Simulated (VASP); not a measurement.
# Au (Fd-3m) in VASP: a series of runs

The runs below take Au through single point, with LDA.

Program: VASP 6.6.1. These are calculated values, not measurements. Logs are shortened: lines on timing, memory, paths and dates and some standing lists are left out, and cuts for length are marked.

### Step 1. The cell of the first run

The structure is cubic, space group Fd-3m (No. 227). Conventional cell: a = 5.705 Å, b = 5.705 Å, c = 5.705 Å, α = 90.00°, β = 90.00°, γ = 90.00°. Au (site symmetry -43m) has 4 Au at 2.47 Å within 3.3 Å.

This isn't the form of Au at room conditions, which is fcc.

### Step 2. Single point, LDA (23.21 Å³/atom)

Contents of INCAR:

```
SYSTEM = Au
  ALGO = Normal
  EDIFF = 1E-7
  ENCUT = 520
  GGA = CA
  ISIF = 2
  ISMEAR = -1
  LASPH = .True.
  LCHARG = .True.
  LELF = .True.
  LREAL = .False.
  LVHAR = .True.
  LWAVE = .False.
  NBANDS = 18
  NELM = 100
  PREC = Accurate
  SIGMA = 0.1
```

Contents of KPOINTS:

```
k-points
0
Gamma
  10 10 10
  0 0 0
```

Contents of POSCAR:

```
Au
1.0
    0.0000000000      2.8523191750      2.8523191750
    2.8523191750      0.0000000000      2.8523191750
    2.8523191750      2.8523191750      0.0000000000
Au
2
Direct
    0.1250000000      0.1250000000      0.1250000000
    0.8750000000      0.8750000000      0.8750000000
```

Potentials or basis: VASP PAW LDA potentials, release 64 (Au).

Run with:

```console
$ cat potpaw_LDA.64/Au/POTCAR > POTCAR
$ mpirun -np 1 vasp_std > vasp.out
```

OUTCAR:

```text
SYSTEM = Au
   EDIFF = 1E-7
   ENCUT = 520
   GGA = CA
   ISIF = 2
   ISMEAR = -1
   LASPH = .True.
   LREAL = .False.
   NELM = 100
   PREC = Accurate

 ion  position               nearest neighbor table
   1  0.125  0.125  0.125-   2 2.47   2 2.47   2 2.47   2 2.47
   2  0.875  0.875  0.875-   1 2.47   1 2.47   1 2.47   1 2.47

  LATTYP: Found a face centered cubic cell.
 ALAT       =     5.7046383500

  Lattice vectors:

 A1 = (   0.0000000000,   2.8523191750,   2.8523191750)
 A2 = (   2.8523191750,   0.0000000000,   2.8523191750)
 A3 = (   2.8523191750,   2.8523191750,   0.0000000000)

Analysis of symmetry for initial positions (statically):
=====================================================================
 Subroutine PRICEL returns:
 Original cell was already a primitive cell.

 Routine SETGRP: Setting up the symmetry group for a
 face centered cubic supercell.

 Subroutine GETGRP returns: Found 48 space group operations
 (whereof 12 operations were pure point group operations)
 out of a pool of 48 trial point group operations.

The static configuration has the point symmetry D_3d.
 The point group associated with its full space group is O_h .

Analysis of symmetry for dynamics (positions and initial velocities):
=====================================================================
 Subroutine PRICEL returns:
 Original cell was already a primitive cell.

 Routine SETGRP: Setting up the symmetry group for a
 face centered cubic supercell.

 Subroutine GETGRP returns: Found 48 space group operations
 (whereof 12 operations were pure point group operations)
 out of a pool of 48 trial point group operations.

The dynamic configuration has the point symmetry D_3d.
 The point group associated with its full space group is O_h .

 Subroutine INISYM returns: Found 48 space group operations
 (whereof 12 operations are pure point group operations),
 and found     1 'primitive' translations

----------------------------------------------------------------------------------------

                                     Primitive cell

  volume of cell :      46.4114

  direct lattice vectors                    reciprocal lattice vectors
     0.000000000  2.852319175  2.852319175    -0.175295950  0.175295950  0.175295950
     2.852319175  0.000000000  2.852319175     0.175295950 -0.175295950  0.175295950
     2.852319175  2.852319175  0.000000000     0.175295950  0.175295950 -0.175295950

  length of vectors
     4.033788462  4.033788462  4.033788462     0.303621492  0.303621492  0.303621492

  position of ions in fractional coordinates (direct lattice)
     0.125000000  0.125000000  0.125000000
     0.875000000  0.875000000  0.875000000

  ion indices of the primitive-cell ions
   primitive index   ion index
                 1           1
                 2           2

----------------------------------------------------------------------------------------

 KPOINTS: k-points

Automatic generation of k-mesh.
 Grid dimensions read from file:
 generate k-points for:   10   10   10

 Generating k-lattice:

  Cartesian coordinates                     Fractional coordinates (reciprocal lattice)
    -0.017529595  0.017529595  0.017529595     0.100000000  0.000000000  0.000000000
     0.017529595 -0.017529595  0.017529595     0.000000000  0.100000000  0.000000000
     0.017529595  0.017529595 -0.017529595     0.000000000  0.000000000  0.100000000

  Length of vectors
     0.030362149  0.030362149  0.030362149

  Shift w.r.t. Gamma in fractional coordinates (k-lattice)
     0.000000000  0.000000000  0.000000000

 Subroutine IBZKPT returns following result:
 ===========================================

 Found     47 irreducible k-points:

 Following reciprocal coordinates:
            Coordinates               Weight
  0.000000  0.000000  0.000000      1.000000
  0.100000  0.000000  0.000000      8.000000
  0.200000  0.000000  0.000000      8.000000
  0.300000  0.000000  0.000000      8.000000
  0.400000  0.000000  0.000000      8.000000
  0.500000  0.000000  0.000000      4.000000
[... 16 lines left out ...]
  0.300000  0.300000  0.000000      6.000000
  0.400000  0.300000  0.000000     24.000000
 [... further k-points ...]
   k-points           NKPTS =     47   k-points in BZ     NKDIM =     47   number of bands    NBANDS=     18
   number of dos      NEDOS =    301   number of ions     NIONS =      2
   total plane-waves  NPLWV =  27000
   dimension x,y,z NGX =    30 NGY =   30 NGZ =   30
   dimension x,y,z NGXF=    60 NGYF=   60 NGZF=   60
   ions per type =               2
   NGX,Y,Z   is equivalent  to a cutoff of  12.36, 12.36, 12.36 a.u.
   NGXF,Y,Z  is equivalent  to a cutoff of  24.73, 24.73, 24.73 a.u.
 SYSTEM =  Au
   PREC   = accura    normal or accurate (medium, high low for compatibility)
   ISTART =      0    job   : 0-new  1-cont  2-samecut
   ICHARG =      2    charge: 1-file 2-atom 10-const
   ISPIN  =      1    spin polarized calculation?
   LNONCOLLINEAR =      F non collinear calculations
   LSORBIT =      F    spin-orbit coupling
   LASPH  =      T    aspherical Exc in radial PAW
   ENCUT  =  520.0 eV  38.22 Ry    6.18 a.u.   7.50  7.50  7.50*2*pi/ulx,y,z
   NELM   =    100;   NELMIN=  2; NELMDL= -5     # of ELM steps
   EDIFF  = 0.1E-06   stopping-criterion for ELM
   LREAL  =      F    real-space projection
   EDIFFG = 0.1E-05   stopping-criterion for IOM
   NSW    =      0    number of steps for IOM
   IBRION =     -1    ionic relax: 0-MD 1-quasi-New 2-CG
   NFREE  =      0    steps in history (QN), initial steepest desc. (CG)
   ISIF   =      2    stress and relaxation
   ISYM   =      2    0-nonsym 1-usesym 2-fastsym
   POTIM  = 0.5000    time-step for ionic-motion
   TEBEG  =    0.0;   TEEND  =   0.0 temperature during run
   PSTRESS=    0.0 pullay stress
   NELECT =      22.0000    total number of electrons
   NUPDOWN=      -1.0000    fix difference up-down
   EMIN   =  10.00;   EMAX   =-10.00  energy-range for DOS
   EFERMI =   0.00;   METHOD = LEGACY
   ISMEAR =    -1;   SIGMA  =   0.10  broadening in eV -4-tet -1-fermi 0-gaus
   EFERMI_NEDOS =   21; number of points for ismear=-14 and -15
   IALGO  =     38    algorithm
   IMIX   =      4    mixing-type and parameters
     AMIX     =   0.40;   BMIX     =  1.00
     AMIX_MAG =   1.60;   BMIX_MAG =  1.00
  volume/ion in A,a.u.               =      23.21       156.60
  Fermi-wavevector in a.u.,A,eV,Ry     =   1.276461  2.412162 22.168695  1.629353
  Thomas-Fermi vector in A             =   2.409116
   LORBIT       =      0    0 simple, 1 ext, 2 COOP (PROOUT), +10 PAW based schemes
   GGA     = CA    functional components
   LHFCALC =     F    Hartree Fock is set to
   AEXX    =    0.0000 exact exchange contribution
   IVDW    =     0    specifies the selected vdW correction
   LEPSILON=     F    determine dielectric tensor
   LRPA    =     F    only Hartree local field effects (RPA)
 non-spin polarized calculation
  energy-cutoff  :      520.00
  volume of cell :       46.41
 maximum number of plane-waves:      1267
 NGX is ok and might be reduce to    30
   NGX = 15   NGY = 15   NGZ = 15

 number of electron      21.9999999 magnetization

 Free energy of the ion-electron system (eV)
  ---------------------------------------------------
  ext. energy  EPLUGINS =         0.00000000
  ---------------------------------------------------
  free energy    TOTEN  =        -6.62585940 eV

  energy without entropy =       -6.59818814  energy(sigma->0) =       -6.61202377

 E-fermi :   4.9940     XC(G=0): -10.8905

 val. band max:        4.9586492114   @ k =   0.5000   0.1000   0.0000
 cond. band min:       5.1152709711   @ k =  -0.4000   0.2000   0.0000
 fundamental gap:      0.1566217596
 Fermi energy:         4.9940491082

 k-point     1 :       0.0000    0.0000    0.0000
  band No.  band energies     occupation
      1      -2.5506      2.00000
      2      -0.3236      2.00000
      3      -0.3236      2.00000
      4      -0.2412      2.00000
      5      -0.2412      2.00000
      6      -0.2412      2.00000
[... 10 lines left out ...]
     17      17.0193      0.00000
     18      17.0193      0.00000

 k-point     2 :       0.1000    0.0000    0.0000
  band No.  band energies     occupation
      1      -2.4045      2.00000
      2      -0.4698      2.00000
      3      -0.4698      2.00000
      4      -0.2530      2.00000
      5      -0.0495      2.00000
      6      -0.0495      2.00000
[... 10 lines left out ...]
     17      17.8134      0.00000
     18      17.8364      0.00000

 k-point     3 :       0.2000    0.0000    0.0000
  band No.  band energies     occupation
      1      -2.0010      2.00000
      2      -0.5619      2.00000
      3      -0.5619      2.00000
      4      -0.2811      2.00000
      5       0.1370      2.00000
      6       0.1370      2.00000
[... 10 lines left out ...]
     17      17.7193      0.00000
     18      18.0160      0.00000

 k-point     4 :       0.3000    0.0000    0.0000
  band No.  band energies     occupation
      1      -1.4658      2.00000
      2      -0.5544      2.00000
      3      -0.5544      2.00000
      4      -0.3147      2.00000
      5       0.1845      2.00000
      6       0.1845      2.00000
[... 375 lines left out ...]
      4      -0.2673      2.00000
      5       0.0205      2.00000
      6       0.6357      2.00000
[... 10 lines left out ...]
     17      17.3835      0.00000
     18      18.6144      0.00000

 k-point    23 :       0.3000    0.3000    0.0000
  band No.  band energies     occupation
      1      -0.9876      2.00000
      2      -0.9749      2.00000
      3      -0.3301      2.00000
      4      -0.3301      2.00000
      5       0.4298      2.00000
      6       0.6018      2.00000
[... 10 lines left out ...]
     17      20.8459      0.00000
     18      20.8459      0.00000

 k-point    24 :       0.4000    0.3000    0.0000
  band No.  band energies     occupation
      1      -0.9744      2.00000
      2      -0.5882      2.00000
      3      -0.4254      2.00000
      4      -0.3657      2.00000
      5       0.5585      2.00000
      6       0.6468      2.00000
[... 10 lines left out ...]
     17      21.0166      0.00000
     18      21.5109      0.00000

 [... further k-points ...]

------------------------ aborting loop because EDIFF is reached ----------------------------------------

  FORCE on cell =-STRESS in cart. coord.  units (eV):
  Direction    XX          YY          ZZ          XY          YZ          ZX
  --------------------------------------------------------------------------------------
  -------------------------------------------------------------------------------------
  Total        4.3252274      4.3252274      4.3252274      0.0000000      0.0000000      0.0000000
  in kB      149.3121553    149.3121553    149.3121553      0.0000000      0.0000000      0.0000000
  external PRESSURE =     149.3121553 kB  Pullay stress =       0.0000000 kB

 VOLUME and BASIS-vectors are now :
 -----------------------------------------------------------------------------
  energy-cutoff  :      520.00
  volume of cell :       46.41
      direct lattice vectors                 reciprocal lattice vectors
     0.000000000  2.852319175  2.852319175    -0.175295950  0.175295950  0.175295950
     2.852319175  0.000000000  2.852319175     0.175295950 -0.175295950  0.175295950
     2.852319175  2.852319175  0.000000000     0.175295950  0.175295950 -0.175295950

 POSITION                                       TOTAL-FORCE (eV/Angst)
 -----------------------------------------------------------------------------------
      0.71308      0.71308      0.71308        -0.000000     -0.000000     -0.000000
      4.99156      4.99156      4.99156         0.000000      0.000000      0.000000
 -----------------------------------------------------------------------------------
    total drift:                               -0.000000      0.000000      0.000000

  FREE ENERGIE OF THE ION-ELECTRON SYSTEM (eV)
  ---------------------------------------------------
  free  energy   TOTEN  =        -6.6258593964 eV

  energy  without entropy=       -6.5981881406  energy(sigma->0) =       -6.61202377
```

Run time: 22 s. Hardware: 1 thread of AMD EPYC 7R13 (Zen 3), shared host; peak memory 0.14 GiB.

Results:

| Quantity | Value |
| --- | --- |
| Free energy | -6.6259 eV |
| Pressure | 14.9 GPa |
| Band gap on the k mesh | zero (bands 11 and 12 overlap by 0.67 eV) |

Levels at points of the mesh, in eV from the Fermi level:
```
           k point  band 7  band 8  band 9  band 10  band 11  band 12  band 13  band 14  band 15  band 16
(0.00, 0.00, 0.00)   -2.81   -2.81   -2.81    -1.23    -1.23    10.14    10.40    11.14    11.14    11.14
(0.50, 0.00, 0.00)   -2.39   -2.39   -1.72    -1.51    -1.51    -0.23     7.54     7.54     9.82    10.75
(0.50, 0.50, 0.00)   -3.42   -3.42   -1.27    -1.27     0.41     0.41     3.59     3.59     8.88     8.88
```

Caveat: the cell stands under pressure; spin-orbit coupling is left out, which moves the levels of the heavy elements.

### Step 3. Single point, LDA (24.26 Å³/atom)

This run uses another cell than the first one, of 24.26 Å³/atom.

Contents of INCAR:

```
SYSTEM = Au
  ALGO = Normal
  EDIFF = 1E-7
  ENCUT = 520
  ISIF = 2
  ISMEAR = -1
  LASPH = .TRUE.
  LCHARG = .FALSE.
  LREAL = .FALSE.
  LWAVE = .FALSE.
  NBANDS = 18
  NELM = 60
  PREC = Accurate
  SIGMA = 0.1
```

Contents of KPOINTS:

```
k-points
0
G
  10 10 10
  0 0 0
```

Contents of POSCAR:

```
Au
1.0
    0.0000000000      2.8948973803      2.8948973803
    2.8948973803      0.0000000000      2.8948973803
    2.8948973803      2.8948973803      0.0000000000
Au
2
Direct
    0.1250000000      0.1250000000      0.1250000000
    0.8750000000      0.8750000000      0.8750000000
```

Potentials or basis: VASP PAW LDA potentials, release 64 (Au).

Run with:

```console
$ cat potpaw_LDA.64/Au/POTCAR > POTCAR
$ mpirun -np 1 vasp_std > vasp.out
```

Wall time 21 s (1 thread of AMD EPYC 7R13 (Zen 3), shared host); peak memory 0.14 GiB.

It converged, with:

```
Free energy            : -6.7810 eV
Pressure               : 8.7 GPa
Band gap on the k mesh : zero (bands 11 and 12 overlap by 0.66 eV)
```

Levels at points of the mesh, in eV from the Fermi level:
| k point | band 8 | band 9 | band 10 | band 11 | band 12 | band 13 | band 14 | band 15 |
| --- | --- | --- | --- | --- | --- | --- | --- | --- |
| (0.00, 0.00, 0.00) | -2.68 | -2.68 | -1.24 | -1.24 | 9.84 | 10.26 | 10.78 | 10.78 |
| (0.50, 0.00, 0.00) | -2.30 | -1.53 | -1.48 | -1.48 | -0.26 | 7.35 | 7.35 | 9.80 |
| (0.50, 0.50, 0.00) | -3.25 | -1.26 | -1.26 | 0.38 | 0.38 | 3.61 | 3.61 | 8.67 |

Caveat: the cell stands under pressure; spin-orbit coupling is left out, which moves the levels of the heavy elements.

### Step 4. Single point, LDA (25.32 Å³/atom)

This run uses another cell than the first one, of 25.32 Å³/atom.

Contents of INCAR:

```
SYSTEM = Au
PREC = Accurate ; ENCUT = 520
EDIFF = 1E-6 ; ISMEAR = -1
SIGMA = 0.1 ; LREAL = .False.
LASPH = .True. ; NELM = 100
ALGO = Normal ; ISIF = 2
LWAVE = .False. ; LCHARG = .False.
NBANDS = 18
```

Contents of KPOINTS:

```
Automatic mesh
0
Gamma
  10 10 10
  0 0 0
```

Contents of POSCAR:

```
Au
1.0
    0.0000000000      2.9362586453      2.9362586453
    2.9362586453      0.0000000000      2.9362586453
    2.9362586453      2.9362586453      0.0000000000
Au
2
Direct
    0.1250000000      0.1250000000      0.1250000000
    0.8750000000      0.8750000000      0.8750000000
```

Run with:

```console
$ cat potpaw_LDA.64/Au/POTCAR > POTCAR
$ mpirun -np 1 vasp_std > vasp.out
```

It took 20 s on 1 thread of AMD EPYC 7R13 (Zen 3), shared host; peak memory 0.14 GiB.

Results (log left out):

```yaml
Free_energy: -6.8640 eV
Pressure: 3.9 GPa
Band_gap_on_the_k_mesh: zero (bands 11 and 12 overlap by 0.65 eV)
```

Levels at points of the mesh, in eV from the Fermi level:
```
           k point  band 8  band 9  band 10  band 11  band 12  band 13  band 14  band 15
(0.00, 0.00, 0.00)   -2.57   -2.57    -1.24    -1.24     9.54    10.14    10.45    10.45
(0.50, 0.00, 0.00)   -2.22   -1.45    -1.45    -1.35    -0.29     7.18     7.18     9.79
(0.50, 0.50, 0.00)   -3.10   -1.25    -1.25     0.34     0.34     3.63     3.63     8.48
```

Caveat: the cell stands under pressure; spin-orbit coupling is left out, which moves the levels of the heavy elements.

### Step 5. Single point, LDA

This run uses another cell than the first one, of 26.37 Å³/atom.

Contents of INCAR:

```
PREC     = Accurate       # precision mode
ENCUT    = 520            # plane-wave cutoff, eV
EDIFF    = 1E-6           # SCF threshold, eV
ISMEAR   = -1             # smearing method
SIGMA    = 0.1            # smearing width, eV
LREAL    = False          # projectors in reciprocal space
LASPH    = True           # aspherical terms in the spheres
NELM     = 60             # most SCF steps
ALGO     = Normal         # electronic algorithm
ISIF     = 2              # what is computed and relaxed
LWAVE    = False          # write WAVECAR
LCHARG   = False          # write CHGCAR
NBANDS   = 18             # bands
```

Contents of KPOINTS:

```
regular mesh
0
Gamma
  10 10 10
```

Contents of POSCAR:

```
Au
1.0
    0.0000000000      2.9764863653      2.9764863653
    2.9764863653      0.0000000000      2.9764863653
    2.9764863653      2.9764863653      0.0000000000
Au
2
Direct
    0.1250000000      0.1250000000      0.1250000000
    0.8750000000      0.8750000000      0.8750000000
```

Run with:

```console
$ cat potpaw_LDA.64/Au/POTCAR > POTCAR
$ mpirun -np 1 vasp_std > vasp.out
```

It took 21 s on 1 thread of AMD EPYC 7R13 (Zen 3), shared host; peak memory 0.14 GiB.

It converged, with:

```yaml
Free_energy: -6.8912 eV
Pressure: 0.2 GPa
Band_gap_on_the_k_mesh: zero (bands 11 and 12 overlap by 0.65 eV)
```

Levels at points of the mesh, in eV from the Fermi level:
```
           k point  band 7  band 8  band 9  band 10  band 11  band 12  band 13  band 14  band 15  band 16
(0.00, 0.00, 0.00)   -2.46   -2.46   -2.46    -1.24    -1.24     9.23    10.01    10.14    10.14    10.14
(0.50, 0.00, 0.00)   -2.15   -2.15   -1.43    -1.43    -1.19    -0.32     7.02     7.02     9.49     9.76
(0.50, 0.50, 0.00)   -2.97   -2.97   -1.24    -1.24     0.32     0.32     3.65     3.65     8.30     8.30
```

Caveat: spin-orbit coupling is left out, which moves the levels of the heavy elements.

### Step 6. Single point, LDA (26.37 Å³/atom)

This run uses another cell than the first one, of 26.37 Å³/atom.

Contents of INCAR:

```
SYSTEM = Au
PREC = Accurate ; ENCUT = 520
EDIFF = 1E-6 ; ISMEAR = -1
SIGMA = 0.1 ; LREAL = .False.
LASPH = .True. ; NELM = 60
ALGO = Normal ; ISIF = 2
LWAVE = .False. ; LCHARG = .True.
LELF = .True. ; LVHAR = .True.
NBANDS = 18
```

Contents of KPOINTS:

```
Automatic mesh
0
Gamma
  10 10 10
  0 0 0
```

POSCAR is that of step 5.

Potentials or basis: VASP PAW LDA potentials, release 64 (Au).

Run with:

```console
$ cat potpaw_LDA.64/Au/POTCAR > POTCAR
$ mpirun -np 1 vasp_std > vasp.out
```

Wall time 22 s (1 thread of AMD EPYC 7R13 (Zen 3), shared host); peak memory 0.14 GiB.

The run converged. Its results:

```yaml
Free_energy: -6.8912 eV
Pressure: 0.2 GPa
Band_gap_on_the_k_mesh: zero (bands 11 and 12 overlap by 0.65 eV)
```

Levels at points of the mesh, in eV from the Fermi level:
```
           k point  band 9  band 10  band 11  band 12  band 13  band 14
(0.00, 0.00, 0.00)   -2.46    -1.24    -1.24     9.23    10.01    10.14
(0.50, 0.00, 0.00)   -1.43    -1.43    -1.19    -0.32     7.02     7.02
(0.50, 0.50, 0.00)   -1.24    -1.24     0.32     0.32     3.65     3.65
```

Caveat: spin-orbit coupling is left out, which moves the levels of the heavy elements.

### Step 7. Summary

```tsv
cell	gap on the mesh (eV)	pressure (GPa)
a = 4.034 Å, angles 60.0°, 2 atoms	none	14.9
a = 4.094 Å, angles 60.0°, 2 atoms	none	8.7
a = 4.152 Å, angles 60.0°, 2 atoms	none	3.9
a = 4.209 Å, angles 60.0°, 2 atoms	none	0.2
```

Alike in all rows: task single point; level LDA; potentials or basis VASP PAW LDA potentials, release 64 (Au); no spin polarisation; k mesh 10 × 10 × 10; cutoff (eV) 520; smearing fermi-dirac 0.1 eV.

Caveats: spin-orbit coupling is left out, which moves the levels of the heavy elements; the cell stands under pressure (at least some runs).

Absolute energies hang on the potentials; compare differences alone.
